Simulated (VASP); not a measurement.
# Os (Fm-3m) in VASP: a series of runs

The runs below take Os through relaxation of cell and atoms, single point, with LDA.

All numbers are computed with VASP 6.6.1; they aren't measurements. Logs are shortened: lines on timing, memory, paths and dates and some standing lists are left out, and cuts for length are marked.

**1. The cell of the first run**

The structure is cubic, space group Fm-3m (No. 225). Conventional cell: a = 3.802 Å, b = 3.802 Å, c = 3.802 Å, α = 90.00°, β = 90.00°, γ = 90.00°. Within 3.5 Å of Os (site symmetry m-3m) lie 12 Os at 2.69 Å.

This isn't the form of Os at room conditions, which is hcp.

**2. Relaxation of cell and atoms, LDA**

The input, INCAR:

```
ALGO = Normal ; EDIFF = 1E-6
EDIFFG = -0.01 ; ENCUT = 600
IBRION = 2 ; ISIF = 3
ISMEAR = -1 ; LASPH = T
LCHARG = F ; LREAL = F
LWAVE = F ; NELM = 100
NSW = 60 ; PREC = Accurate
SIGMA = 0.05
```

The input, KPOINTS:

```
k-points
0
Gamma
  21 21 21
```

The input, POSCAR:

```
Os
1.0
    0.0000000000      1.9012153971      1.9012153971
    1.9012153971      0.0000000000      1.9012153971
    1.9012153971      1.9012153971      0.0000000000
Os
1
Direct
    0.0000000000      0.0000000000      0.0000000000
```

Potentials or basis: VASP PAW LDA potentials, release 64 (Os).

Launch:

```sh
cat potpaw_LDA.64/Os/POTCAR > POTCAR
mpirun -np 1 vasp_std > vasp.out
```

OUTCAR:

```text
EDIFF = 1E-6
   EDIFFG = -0.01
   ENCUT = 600
   IBRION = 2
   ISIF = 3
   ISMEAR = -1
   LASPH = T
   LREAL = F
   NELM = 100
   NSW = 60
   PREC = Accurate

 ion  position               nearest neighbor table
   1  0.000  0.000  0.000-

  LATTYP: Found a face centered cubic cell.
 ALAT       =     3.8024307942

  Lattice vectors:

 A1 = (   0.0000000000,   1.9012153971,   1.9012153971)
 A2 = (   1.9012153971,   0.0000000000,   1.9012153971)
 A3 = (   1.9012153971,   1.9012153971,   0.0000000000)

Analysis of symmetry for initial positions (statically):
=====================================================================
 Subroutine PRICEL returns:
 Original cell was already a primitive cell.

 Routine SETGRP: Setting up the symmetry group for a
 face centered cubic supercell.

 Subroutine GETGRP returns: Found 48 space group operations
 (whereof 48 operations were pure point group operations)
 out of a pool of 48 trial point group operations.

The static configuration has the point symmetry O_h .

Analysis of symmetry for dynamics (positions and initial velocities):
=====================================================================
 Subroutine PRICEL returns:
 Original cell was already a primitive cell.

 Routine SETGRP: Setting up the symmetry group for a
 face centered cubic supercell.

 Subroutine GETGRP returns: Found 48 space group operations
 (whereof 48 operations were pure point group operations)
 out of a pool of 48 trial point group operations.

The dynamic configuration has the point symmetry O_h .

 Subroutine INISYM returns: Found 48 space group operations
 (whereof 48 operations are pure point group operations),
 and found     1 'primitive' translations

----------------------------------------------------------------------------------------

                                     Primitive cell

  volume of cell :      13.7443

  direct lattice vectors                    reciprocal lattice vectors
     0.000000000  1.901215397  1.901215397    -0.262989665  0.262989665  0.262989665
     1.901215397  0.000000000  1.901215397     0.262989665 -0.262989665  0.262989665
     1.901215397  1.901215397  0.000000000     0.262989665  0.262989665 -0.262989665

  length of vectors
     2.688724600  2.688724600  2.688724600     0.455511461  0.455511461  0.455511461

  position of ions in fractional coordinates (direct lattice)
     0.000000000  0.000000000  0.000000000

  ion indices of the primitive-cell ions
   primitive index   ion index
                 1           1

----------------------------------------------------------------------------------------

 KPOINTS: k-points

Automatic generation of k-mesh.
 Grid dimensions read from file:
 generate k-points for:   21   21   21

 Generating k-lattice:

  Cartesian coordinates                     Fractional coordinates (reciprocal lattice)
    -0.012523317  0.012523317  0.012523317     0.047619048  0.000000000  0.000000000
     0.012523317 -0.012523317  0.012523317     0.000000000  0.047619048  0.000000000
     0.012523317  0.012523317 -0.012523317     0.000000000  0.000000000  0.047619048

  Length of vectors
     0.021691022  0.021691022  0.021691022

  Shift w.r.t. Gamma in fractional coordinates (k-lattice)
     0.000000000  0.000000000  0.000000000

 Subroutine IBZKPT returns following result:
 ===========================================

 Found    286 irreducible k-points:

 Following reciprocal coordinates:
            Coordinates               Weight
  0.000000  0.000000  0.000000      1.000000
  0.047619  0.000000  0.000000      8.000000
  0.095238  0.000000  0.000000      8.000000
  0.142857  0.000000  0.000000      8.000000
  0.190476  0.000000  0.000000      8.000000
  0.238095  0.000000  0.000000      8.000000
[... 16 lines left out ...]
 -0.428571  0.047619  0.000000     24.000000
 -0.380952  0.047619  0.000000     24.000000
 [... further k-points ...]
   k-points           NKPTS =    286   k-points in BZ     NKDIM =    286   number of bands    NBANDS=      8
   number of dos      NEDOS =    301   number of ions     NIONS =      1
   total plane-waves  NPLWV =  13824
   dimension x,y,z NGX =    24 NGY =   24 NGZ =   24
   dimension x,y,z NGXF=    48 NGYF=   48 NGZF=   48
   ions per type =               1
   NGX,Y,Z   is equivalent  to a cutoff of  14.84, 14.84, 14.84 a.u.
   NGXF,Y,Z  is equivalent  to a cutoff of  29.68, 29.68, 29.68 a.u.
 SYSTEM =  unknown system
   PREC   = accura    normal or accurate (medium, high low for compatibility)
   ISTART =      0    job   : 0-new  1-cont  2-samecut
   ICHARG =      2    charge: 1-file 2-atom 10-const
   ISPIN  =      1    spin polarized calculation?
   LNONCOLLINEAR =      F non collinear calculations
   LSORBIT =      F    spin-orbit coupling
   LASPH  =      T    aspherical Exc in radial PAW
   ENCUT  =  600.0 eV  44.10 Ry    6.64 a.u.   5.37  5.37  5.37*2*pi/ulx,y,z
   NELM   =    100;   NELMIN=  2; NELMDL= -5     # of ELM steps
   EDIFF  = 0.1E-05   stopping-criterion for ELM
   LREAL  =      F    real-space projection
   EDIFFG = -.1E-01   stopping-criterion for IOM
   NSW    =     60    number of steps for IOM
   IBRION =      2    ionic relax: 0-MD 1-quasi-New 2-CG
   NFREE  =      1    steps in history (QN), initial steepest desc. (CG)
   ISIF   =      3    stress and relaxation
   ISYM   =      2    0-nonsym 1-usesym 2-fastsym
   POTIM  = 0.5000    time-step for ionic-motion
   TEBEG  =    0.0;   TEEND  =   0.0 temperature during run
   PSTRESS=    0.0 pullay stress
   NELECT =       8.0000    total number of electrons
   NUPDOWN=      -1.0000    fix difference up-down
   EMIN   =  10.00;   EMAX   =-10.00  energy-range for DOS
   EFERMI =   0.00;   METHOD = LEGACY
   ISMEAR =    -1;   SIGMA  =   0.05  broadening in eV -4-tet -1-fermi 0-gaus
   EFERMI_NEDOS =   21; number of points for ismear=-14 and -15
   IALGO  =     38    algorithm
   IMIX   =      4    mixing-type and parameters
     AMIX     =   0.40;   BMIX     =  1.00
     AMIX_MAG =   1.60;   BMIX_MAG =  1.00
  volume/ion in A,a.u.               =      13.74        92.75
  Fermi-wavevector in a.u.,A,eV,Ry     =   1.366879  2.583027 25.420568  1.868359
  Thomas-Fermi vector in A             =   2.492981
   LORBIT       =      0    0 simple, 1 ext, 2 COOP (PROOUT), +10 PAW based schemes
   GGA     = CA    functional components
   LHFCALC =     F    Hartree Fock is set to
   AEXX    =    0.0000 exact exchange contribution
   IVDW    =     0    specifies the selected vdW correction
   LEPSILON=     F    determine dielectric tensor
   LRPA    =     F    only Hartree local field effects (RPA)
 conjugate gradient relaxation of ions
 non-spin polarized calculation
  energy-cutoff  :      600.00
  volume of cell :       13.74
 maximum number of plane-waves:       473
 NGX is ok and might be reduce to    24
   NGX = 11   NGY = 11   NGZ = 11

--------------------------------------- Ionic step        1  -------------------------------------------

 number of electron       8.0000001 magnetization

 Free energy of the ion-electron system (eV)
  ---------------------------------------------------
  ext. energy  EPLUGINS =         0.00000000
  ---------------------------------------------------
  free energy    TOTEN  =       -12.51523582 eV

  energy without entropy =      -12.50844799  energy(sigma->0) =      -12.51184190

------------------------ aborting loop because EDIFF is reached ----------------------------------------

  FORCE on cell =-STRESS in cart. coord.  units (eV):
  Direction    XX          YY          ZZ          XY          YZ          ZX
  --------------------------------------------------------------------------------------
  -------------------------------------------------------------------------------------
  Total        0.1114856      0.1114856      0.1114856     -0.0000000     -0.0000000      0.0000000
  in kB       12.9958681     12.9958681     12.9958681     -0.0000000     -0.0000000      0.0000000
  external PRESSURE =      12.9958681 kB  Pullay stress =       0.0000000 kB
[... 55 lines left out ...]
  energy  without entropy=      -12.5050943592  energy(sigma->0) =      -12.50858866

--------------------------------------- Ionic step        3  -------------------------------------------

 number of electron       8.0000000 magnetization

 Free energy of the ion-electron system (eV)
  ---------------------------------------------------
  ext. energy  EPLUGINS =         0.00000000
  ---------------------------------------------------
  free energy    TOTEN  =       -12.51539647 eV

  energy without entropy =      -12.50857257  energy(sigma->0) =      -12.51198452

 E-fermi :   9.4752     XC(G=0): -14.2619

 val. band max:        9.4701163812   @ k =   0.3810   0.3810   0.0000
 cond. band min:       9.5048703151   @ k =   0.0476   0.0000   0.0000
 fundamental gap:      0.0347539339
 Fermi energy:         9.4751959028

 k-point     1 :       0.0000    0.0000    0.0000
  band No.  band energies     occupation
      1      -1.3842      2.00000
      2       6.4122      2.00000
      3       6.4122      2.00000
      4       6.4122      2.00000
      5       9.5427      0.41172
      6       9.5427      0.41172
      7      23.8169      0.00000
      8      29.6762      0.00000
[... 243 lines left out ...]
 k-point    24 :      -0.3810    0.0476    0.0000
  band No.  band energies     occupation
      1       1.7990      2.00000
      2       6.3445      2.00000
      3       6.4702      2.00000
      4       7.7863      2.00000
      5      11.1210      0.00000
      6      11.9226      0.00000
      7      20.3604      0.00000
      8      24.4215      0.00000

 [... further k-points ...]

------------------------ aborting loop because EDIFF is reached ----------------------------------------

  FORCE on cell =-STRESS in cart. coord.  units (eV):
  Direction    XX          YY          ZZ          XY          YZ          ZX
  --------------------------------------------------------------------------------------
  -------------------------------------------------------------------------------------
  Total       -0.0008317     -0.0008317     -0.0008317      0.0000000     -0.0000000      0.0000000
  in kB       -0.0966691     -0.0966691     -0.0966691      0.0000000     -0.0000000      0.0000000
  external PRESSURE =      -0.0966691 kB  Pullay stress =       0.0000000 kB
[... 16 lines left out ...]
  FREE ENERGIE OF THE ION-ELECTRON SYSTEM (eV)
  ---------------------------------------------------
  free  energy   TOTEN  =       -12.5153964721 eV

  energy  without entropy=      -12.5085725710  energy(sigma->0) =      -12.51198452

 reached required accuracy - stopping structural energy minimisation
```

It took 25 s on 1 thread of Intel Xeon 6975P-C (Granite Rapids), shared host; peak memory 0.16 GiB.

Results:

```
Free energy                           : -12.5154 eV
Relaxed volume                        : 13.78 Å³/atom
Relaxed cell                          : a = 2.691 Å, b = 2.691 Å, c = 2.691 Å, α = 60.00°, β = 60.00°, γ = 60.00°
Space group after relaxing (to 0.1 Å) : Fm-3m (No. 225)
Energy gained by relaxing             : 0.2 meV/atom
Ionic steps                           : 3
Pressure after relaxing               : 0.0 GPa
Band gap on the k mesh                : zero (bands 4 and 5 overlap by 4.20 eV)
```

Step by step:
| step | energy change (eV) | largest force (eV/Å) | pressure (GPa) | volume (Å³) |
| --- | --- | --- | --- | --- |
| 1 | 0.0000 | 0.0000 | 1.30 | 13.74 |
| 2 | 0.0032 | 0.0000 | -5.72 | 13.97 |
| 3 | -0.0002 | 0.0000 | -0.01 | 13.78 |

Final structure:
```cif
data_structure
_symmetry_space_group_name_H-M 'P 1'
_symmetry_Int_Tables_number 1
_cell_length_a 2.6913
_cell_length_b 2.6913
_cell_length_c 2.6913
_cell_angle_alpha 60.000
_cell_angle_beta 60.000
_cell_angle_gamma 60.000
_cell_volume 13.78
loop_
_atom_site_label
_atom_site_type_symbol
_atom_site_fract_x
_atom_site_fract_y
_atom_site_fract_z
_atom_site_occupancy
Os1 Os 0.00000 0.00000 0.00000 1
```

Caveat: spin-orbit coupling is left out, which moves the levels of the heavy elements.

(Continued in part 2 of 2.)

The gap in the log of VASP goes by the Fermi energy; the results here count the filled bands.